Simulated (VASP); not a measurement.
Set up this calculation in VASP 6.6.1, as the native input.

| Property | Result |
| --- | --- |
| Task | single point |
| Functional | PBEsol |
| Potentials or basis | VASP PAW PBE potentials, release 64 (Bi_d, Te) |
| Cutoff | 500 eV |
| k mesh | 16 × 16 × 16 |
| Occupations | gaussian, width 0.15 eV |
| Spin | no spin polarisation |
| Dipole correction | no |
| Further INCAR settings | ALGO = Normal; EDIFF = 1e-06; NBANDS = 18 |

The structure of BiTe lies in POSCAR:

```
BiTe
1.0
    0.0000000000      3.1491965203      3.1491965203
    3.1491965203      0.0000000000      3.1491965203
    3.1491965203      3.1491965203      0.0000000000
Bi Te
1 1
Direct
    0.0000000000      0.0000000000      0.0000000000
    0.5000000000      0.5000000000      0.5000000000
```

This cell differs from its parent crystal: strain -0.015 along x and y, -0.015 along z.

The input as run:

INCAR

```
ALGO     = Normal         # electronic algorithm
EDIFF    = 1E-6           # SCF threshold, eV
ENCUT    = 500            # plane-wave cutoff, eV
GGA      = PS             # functional
GGA_COMPAT= False        
ISIF     = 2              # what is computed and relaxed
ISMEAR   = 0              # smearing method
LASPH    = True           # aspherical terms in the spheres
LCHARG   = False          # write CHGCAR
LREAL    = False          # projectors in reciprocal space
LWAVE    = False          # write WAVECAR
NBANDS   = 18             # bands
NELM     = 120            # most SCF steps
PREC     = Accurate       # precision mode
SIGMA    = 0.15           # smearing width, eV
```

KPOINTS

```
k-points
0
Gamma
  16 16 16
```

Potentials or basis: VASP PAW PBE potentials, release 64 (Bi_d, Te).

Command:

```sh
$ cat potpaw_PBE.64/Bi_d/POTCAR potpaw_PBE.64/Te/POTCAR > POTCAR
$ mpirun -np 1 vasp_std > vasp.out
```

Results of the run:

- Pressure: 2.8 GPa
- Band gap on the k mesh: zero (an odd number of electrons rules out a gap without spin polarisation)

Caveat: the cell differs from its parent crystal (strain -0.015 along x and y, -0.015 along z); the PAW data sets were made with another functional, which shifts forces and pressure a little; spin-orbit coupling is left out, which moves the levels of the heavy elements.

Wall time 39 s on 1 thread of Intel(R) Xeon(R) 6975P-C (Granite Rapids), on a shared host, peak memory 0.29 GiB.
